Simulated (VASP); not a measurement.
Wanted: the native input for a VASP 6.6.1 run.

- Task: relaxation of cell and atoms
- Functional: RPBE
- Potentials or basis: VASP PAW PBE potentials, release 64 (Pd)
- Cutoff: 500 eV
- k mesh: 9 × 9 × 9
- Occupations: methfessel-paxton, width 0.1 eV
- Spin: no spin polarisation
- Dipole correction: no
- Further INCAR settings: ALGO = Normal; EDIFF = 1e-07; IBRION = 2; EDIFFG = -0.05; NSW = 100; ISIF = 3

The structure of Pd lies in POSCAR:

```
Pd
1.0
    0.0000000000      1.9465000000      1.9465000000
    1.9465000000      0.0000000000      1.9465000000
    1.9465000000      1.9465000000      0.0000000000
Pd
1
Direct
    0.0000000000      0.0000000000      0.0000000000
```

One way to write it, as run:

INCAR

```
ALGO = Normal
EDIFF = 1E-7
EDIFFG = -0.05
ENCUT = 500
GGA = RP
GGA_COMPAT = F
IBRION = 2
ISIF = 3
ISMEAR = 1
LASPH = T
LCHARG = F
LREAL = F
LWAVE = F
NELM = 120
NELMIN = 4
NSW = 100
PREC = Accurate
SIGMA = 0.1
```

KPOINTS

```
k-points
0
Gamma
  9 9 9
```

Potentials or basis: VASP PAW PBE potentials, release 64 (Pd).

Run with:

```sh
$ cat potpaw_PBE.64/Pd/POTCAR > POTCAR
$ mpirun -np 1 vasp_std > vasp.out
```

It gave:

```yaml
Relaxed_volume: 15.70 Å³/atom
Relaxed_cell: a = 2.811 Å, b = 2.811 Å, c = 2.811 Å, α = 60.00°, β = 60.00°, γ = 60.00°
Space_group_after_relaxing_to_0.05_Å: Fm-3m (No. 225)
Energy_gained_by_relaxing: 30.0 meV/atom
Ionic_steps: 3
Pressure_after_relaxing: -0.1 GPa
Band_gap_on_the_k_mesh: zero (band 5 reaches 9.00 eV, above the bottom of band 6 at 7.67 eV)
```

Caveat: the PAW data sets were made with another functional, which shifts forces and pressure a little.

It took 15 s on 1 thread of AMD EPYC 7R43 64-Core Processor (Zen 3), with other jobs on the host, peak memory 0.1 GiB.
